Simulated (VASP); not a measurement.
# Mn (Im-3m) in VASP: single point with revPBE

Aim: the single point of Mn with revPBE.

All numbers are computed with VASP 6.6.1; they aren't measurements. Logs are shortened: lines on timing, memory, paths and dates and some standing lists are left out, and cuts for length are marked.

## Step 1: The cell of the first run

It takes space group Im-3m (No. 229, cubic). The conventional cell has a = 2.787 Å, b = 2.787 Å, c = 2.787 Å, α = 90.00°, β = 90.00°, γ = 90.00°. Mn (site symmetry m-3m) has 14 Mn at 2.41 to 2.79 Å within 3.2 Å.

## Step 2: Single point, revPBE, collinear spin, ferromagnetic start

INCAR

```
SYSTEM = Mn
PREC = Accurate ; ENCUT = 500
EDIFF = 1E-6 ; ISMEAR = 0
SIGMA = 0.1 ; LREAL = .FALSE.
LASPH = .TRUE. ; NELM = 200
ALGO = Normal ; ISIF = 2
LWAVE = .FALSE. ; LCHARG = .TRUE.
ISPIN = 2 ; MAGMOM = 0.76
LORBIT = 11 ; LMAXMIX = 4
GGA = RE ; LELF = .TRUE.
LVHAR = .TRUE. ; NBANDS = 16
GGA_COMPAT = .FALSE.
```

KPOINTS

```
regular mesh
0
G
  8 8 8
  0 0 0
```

POSCAR

```
Mn
1.0
   -1.3932737400      1.3932737400      1.3932737400
    1.3932737400     -1.3932737400      1.3932737400
    1.3932737400      1.3932737400     -1.3932737400
Mn
1
Direct
    0.0000000000      0.0000000000      0.0000000000
```

Potentials or basis: VASP PAW PBE potentials, release 64 (Mn_pv).

Launch:

```console
$ cat potpaw_PBE.64/Mn_pv/POTCAR > POTCAR
$ mpirun -np 1 vasp_std > vasp.out
```

OUTCAR:

```text
SYSTEM = Mn
   PREC = Accurate
   ENCUT = 500
   EDIFF = 1E-6
   ISMEAR = 0
   LREAL = .FALSE.
   LASPH = .TRUE.
   NELM = 200
   ISIF = 2
   ISPIN = 2
   LORBIT = 11
   GGA = RE

 ion  position               nearest neighbor table
   1  0.000  0.000  0.000-

  LATTYP: Found a body centered cubic cell.
 ALAT       =     2.7865474800

  Lattice vectors:

 A1 = (  -1.3932737400,   1.3932737400,   1.3932737400)
 A2 = (   1.3932737400,  -1.3932737400,   1.3932737400)
 A3 = (   1.3932737400,   1.3932737400,  -1.3932737400)

Analysis of symmetry for initial positions (statically):
=====================================================================
 Subroutine PRICEL returns:
 Original cell was already a primitive cell.

 Routine SETGRP: Setting up the symmetry group for a
 body centered cubic supercell.

 Subroutine GETGRP returns: Found 48 space group operations
 (whereof 48 operations were pure point group operations)
 out of a pool of 48 trial point group operations.

The static configuration has the point symmetry O_h .

Analysis of symmetry for dynamics (positions and initial velocities):
=====================================================================
 Subroutine PRICEL returns:
 Original cell was already a primitive cell.

 Routine SETGRP: Setting up the symmetry group for a
 body centered cubic supercell.

 Subroutine GETGRP returns: Found 48 space group operations
 (whereof 48 operations were pure point group operations)
 out of a pool of 48 trial point group operations.

The dynamic configuration has the point symmetry O_h .

Analysis of structural, dynamic, and magnetic symmetry:
=====================================================================
 Subroutine PRICEL returns:
 Original cell was already a primitive cell.

 Routine SETGRP: Setting up the symmetry group for a
 body centered cubic supercell.

 Subroutine GETGRP returns: Found 48 space group operations
 (whereof 48 operations were pure point group operations)
 out of a pool of 48 trial point group operations.

The overall configuration has the point symmetry O_h .

 Subroutine INISYM returns: Found 48 space group operations
 (whereof 48 operations are pure point group operations),
 and found     1 'primitive' translations

----------------------------------------------------------------------------------------

                                     Primitive cell

  volume of cell :      10.8186

  direct lattice vectors                    reciprocal lattice vectors
    -1.393273740  1.393273740  1.393273740     0.000000000  0.358867024  0.358867024
     1.393273740 -1.393273740  1.393273740     0.358867024  0.000000000  0.358867024
     1.393273740  1.393273740 -1.393273740     0.358867024  0.358867024  0.000000000

  length of vectors
     2.413220907  2.413220907  2.413220907     0.507514612  0.507514612  0.507514612

  position of ions in fractional coordinates (direct lattice)
     0.000000000  0.000000000  0.000000000

  ion indices of the primitive-cell ions
   primitive index   ion index
                 1           1

----------------------------------------------------------------------------------------

 KPOINTS: regular mesh

Automatic generation of k-mesh.
 Grid dimensions read from file:
 generate k-points for:    8    8    8

 Generating k-lattice:

  Cartesian coordinates                     Fractional coordinates (reciprocal lattice)
     0.000000000  0.044858378  0.044858378     0.125000000  0.000000000  0.000000000
     0.044858378  0.000000000  0.044858378     0.000000000  0.125000000  0.000000000
     0.044858378  0.044858378  0.000000000     0.000000000  0.000000000  0.125000000

  Length of vectors
     0.063439326  0.063439326  0.063439326

  Shift w.r.t. Gamma in fractional coordinates (k-lattice)
     0.000000000  0.000000000  0.000000000

 Subroutine IBZKPT returns following result:
 ===========================================

 Found     29 irreducible k-points:

 Following reciprocal coordinates:
            Coordinates               Weight
  0.000000  0.000000  0.000000      1.000000
  0.125000  0.000000  0.000000     12.000000
  0.250000  0.000000  0.000000     12.000000
  0.375000  0.000000  0.000000     12.000000
  0.500000  0.000000  0.000000      6.000000
  0.125000  0.125000  0.000000     24.000000
[... 16 lines left out ...]
 -0.250000  0.250000  0.250000      6.000000
 -0.375000  0.375000  0.250000     24.000000
 [... further k-points ...]
   k-points           NKPTS =     29   k-points in BZ     NKDIM =     29   number of bands    NBANDS=     16
   number of dos      NEDOS =    301   number of ions     NIONS =      1
   total plane-waves  NPLWV =   5832
   dimension x,y,z NGX =    18 NGY =   18 NGZ =   18
   dimension x,y,z NGXF=    36 NGYF=   36 NGZF=   36
   ions per type =               1
   NGX,Y,Z   is equivalent  to a cutoff of  12.40, 12.40, 12.40 a.u.
   NGXF,Y,Z  is equivalent  to a cutoff of  24.80, 24.80, 24.80 a.u.
 SYSTEM =  Mn
   PREC   = accura    normal or accurate (medium, high low for compatibility)
   ISTART =      0    job   : 0-new  1-cont  2-samecut
   ICHARG =      2    charge: 1-file 2-atom 10-const
   ISPIN  =      2    spin polarized calculation?
   LNONCOLLINEAR =      F non collinear calculations
   LSORBIT =      F    spin-orbit coupling
   LASPH  =      T    aspherical Exc in radial PAW
   ENCUT  =  500.0 eV  36.75 Ry    6.06 a.u.   4.40  4.40  4.40*2*pi/ulx,y,z
   NELM   =    200;   NELMIN=  2; NELMDL= -5     # of ELM steps
   EDIFF  = 0.1E-05   stopping-criterion for ELM
   LREAL  =      F    real-space projection
   EDIFFG = 0.1E-04   stopping-criterion for IOM
   NSW    =      0    number of steps for IOM
   IBRION =     -1    ionic relax: 0-MD 1-quasi-New 2-CG
   NFREE  =      0    steps in history (QN), initial steepest desc. (CG)
   ISIF   =      2    stress and relaxation
   ISYM   =      2    0-nonsym 1-usesym 2-fastsym
   POTIM  = 0.5000    time-step for ionic-motion
   TEBEG  =    0.0;   TEEND  =   0.0 temperature during run
   PSTRESS=    0.0 pullay stress
   NELECT =      13.0000    total number of electrons
   NUPDOWN=      -1.0000    fix difference up-down
   EMIN   =  10.00;   EMAX   =-10.00  energy-range for DOS
   EFERMI =   0.00;   METHOD = LEGACY
   ISMEAR =     0;   SIGMA  =   0.10  broadening in eV -4-tet -1-fermi 0-gaus
   EFERMI_NEDOS =   21; number of points for ismear=-14 and -15
   IALGO  =     38    algorithm
   IMIX   =      4    mixing-type and parameters
     AMIX     =   0.40;   BMIX     =  1.00
     AMIX_MAG =   1.60;   BMIX_MAG =  1.00
  volume/ion in A,a.u.               =      10.82        73.01
  Fermi-wavevector in a.u.,A,eV,Ry     =   1.740468  3.289009 41.215184  3.029231
  Thomas-Fermi vector in A             =   2.813112
   LORBIT       =     11    0 simple, 1 ext, 2 COOP (PROOUT), +10 PAW based schemes
   GGA     = RE    functional components
   LHFCALC =     F    Hartree Fock is set to
   AEXX    =    0.0000 exact exchange contribution
   IVDW    =     0    specifies the selected vdW correction
   LEPSILON=     F    determine dielectric tensor
   LRPA    =     F    only Hartree local field effects (RPA)
 spin polarized calculation
 Gauss-broadening in eV      SIGMA  =   0.10
  energy-cutoff  :      500.00
  volume of cell :       10.82
 maximum number of plane-waves:       285
 NGX is ok and might be reduce to    18
   NGX =  9   NGY =  9   NGZ =  9

 number of electron      13.0000003 magnetization       0.7120868

 Free energy of the ion-electron system (eV)
  ---------------------------------------------------
  ext. energy  EPLUGINS =         0.00000000
  ---------------------------------------------------
  free energy    TOTEN  =        -8.44945556 eV

  energy without entropy =       -8.44085006  energy(sigma->0) =       -8.44515281

 E-fermi :  10.7898     XC(G=0): -13.8869

 val. band max:       10.7876983672   @ k =   0.1250   0.0000   0.0000
 cond. band min:      10.7957631359   @ k =   0.5000   0.0000   0.0000
 fundamental gap:      0.0080647687
 Fermi energy:        10.7898192749

 spin component 1

 k-point     1 :       0.0000    0.0000    0.0000
  band No.  band energies     occupation
      1     -37.5841      1.00000
      2     -37.5841      1.00000
      3     -37.5841      1.00000
      4       2.1681      1.00000
      5       8.9838      1.00000
      6       8.9838      1.00000
[... 8 lines left out ...]
     15      41.6788      0.00000
     16      45.9103      0.00000

 k-point     2 :       0.1250    0.0000    0.0000
  band No.  band energies     occupation
      1     -37.6954      1.00000
      2     -37.6195      1.00000
      3     -37.5849      1.00000
      4       2.8463      1.00000
      5       8.7579      1.00000
      6       8.9318      1.00000
[... 8 lines left out ...]
     15      41.4734      0.00000
     16      42.2462      0.00000
[... 387 lines left out ...]
      5       8.1549      1.00000
      6       9.4893      1.00000
[... 8 lines left out ...]
     15      45.4818      0.00000
     16      45.4818      0.00000

 k-point    24 :      -0.3750    0.3750    0.2500
  band No.  band energies     occupation
      1     -38.1283      1.00000
      2     -37.9226      1.00000
      3     -37.8533      1.00000
      4       6.6971      1.00000
      5       7.3167      1.00000
      6       9.5034      1.00000
[... 8 lines left out ...]
     15      43.8538      0.00000
     16      44.3309      0.00000

 [... further k-points ...]

 spin component 2

 k-point     1 :       0.0000    0.0000    0.0000
  band No.  band energies     occupation
      1     -36.7566      1.00000
      2     -36.7566      1.00000
      3     -36.7566      1.00000
      4       2.2521      1.00000
      5       9.5927      1.00000
      6       9.5927      1.00000
[... 8 lines left out ...]
     15      42.6355      0.00000
     16      46.1292      0.00000

 k-point     2 :       0.1250    0.0000    0.0000
  band No.  band energies     occupation
      1     -36.8715      1.00000
      2     -36.7929      1.00000
      3     -36.7575      1.00000
      4       2.9331      1.00000
      5       9.3542      1.00000
      6       9.5317      1.00000
[... 8 lines left out ...]
     15      41.7578      0.00000
     16      42.9851      0.00000
[... 387 lines left out ...]
      5       8.8762      1.00000
      6      10.0716      1.00000
[... 8 lines left out ...]
     15      45.5959      0.00000
     16      45.5959      0.00000

 k-point    24 :      -0.3750    0.3750    0.2500
  band No.  band energies     occupation
      1     -37.3170      1.00000
      2     -37.1042      1.00000
      3     -37.0334      1.00000
      4       7.1400      1.00000
      5       7.9449      1.00000
      6      10.0870      1.00000
[... 8 lines left out ...]
     15      44.1797      0.00000
     16      44.4878      0.00000

 [... further k-points ...]
[... 5 lines left out ...]
  --------------------------------------------------------------------------------------
  -------------------------------------------------------------------------------------
  Total        0.3390924      0.3390924      0.3390924     -0.0000000     -0.0000000      0.0000000
  in kB       50.2179850     50.2179850     50.2179850     -0.0000000     -0.0000000      0.0000000
  external PRESSURE =      50.2179850 kB  Pullay stress =       0.0000000 kB

 VOLUME and BASIS-vectors are now :
 -----------------------------------------------------------------------------
  energy-cutoff  :      500.00
  volume of cell :       10.82
      direct lattice vectors                 reciprocal lattice vectors
    -1.393273740  1.393273740  1.393273740     0.000000000  0.358867024  0.358867024
     1.393273740 -1.393273740  1.393273740     0.358867024  0.000000000  0.358867024
     1.393273740  1.393273740 -1.393273740     0.358867024  0.358867024  0.000000000

 POSITION                                       TOTAL-FORCE (eV/Angst)
 -----------------------------------------------------------------------------------
      0.00000      0.00000      0.00000         0.000000     -0.000000     -0.000000
 -----------------------------------------------------------------------------------
    total drift:                                0.000000     -0.000000      0.000000

  FREE ENERGIE OF THE ION-ELECTRON SYSTEM (eV)
  ---------------------------------------------------
  free  energy   TOTEN  =        -8.4494555638 eV

  energy  without entropy=       -8.4408500638  energy(sigma->0) =       -8.44515281

 total charge

# of ion       s       p       d       tot
------------------------------------------
    1        0.415   6.402   5.140  11.957

 magnetization (x)

# of ion       s       p       d       tot
------------------------------------------
    1       -0.004  -0.015   0.734   0.715
```

It used 14 s of CPU time on 1 thread of AMD EPYC 7R13 Processor (Zen 3), on a shared host.

Results:

| Property | Result |
| --- | --- |
| Free energy | -8.4495 eV |
| Pressure | 5.0 GPa |
| Net moment | 0.71 μB per cell |
| Site moments | Mn +0.71 μB |
| Valence electrons inside the program's atomic spheres | Mn 11.96 |

Levels at points of the mesh, in eV from the Fermi level:
Spin up:
```csv
k point,band 4,band 5,band 6,band 7,band 8,band 9,band 10,band 11
"(0.00, 0.00, 0.00)",-8.62,-1.81,-1.81,-1.81,-0.02,-0.02,23.73,23.73
"(0.50, 0.00, 0.00)",-5.08,-3.22,0.01,0.26,0.64,1.64,9.06,17.93
"(0.50, 0.50, 0.50)",-4.98,-4.98,1.28,1.28,1.28,10.55,10.55,10.55
```
Spin down:
```
           k point  band 3  band 4  band 5  band 6  band 7  band 8  band 9  band 10
(0.00, 0.00, 0.00)  -47.55   -8.54   -1.20   -1.20   -1.20    0.90    0.90    23.67
(0.50, 0.00, 0.00)  -47.55   -4.66   -2.68    0.71    0.84    1.21    2.35     9.53
(0.50, 0.50, 0.50)  -48.07   -4.39   -4.39    1.98    1.98    1.98   10.66    10.66
```

Caveat: the k points lie up to 0.40 Å⁻¹ apart; the PAW data sets were made with another functional, which shifts forces and pressure a little.
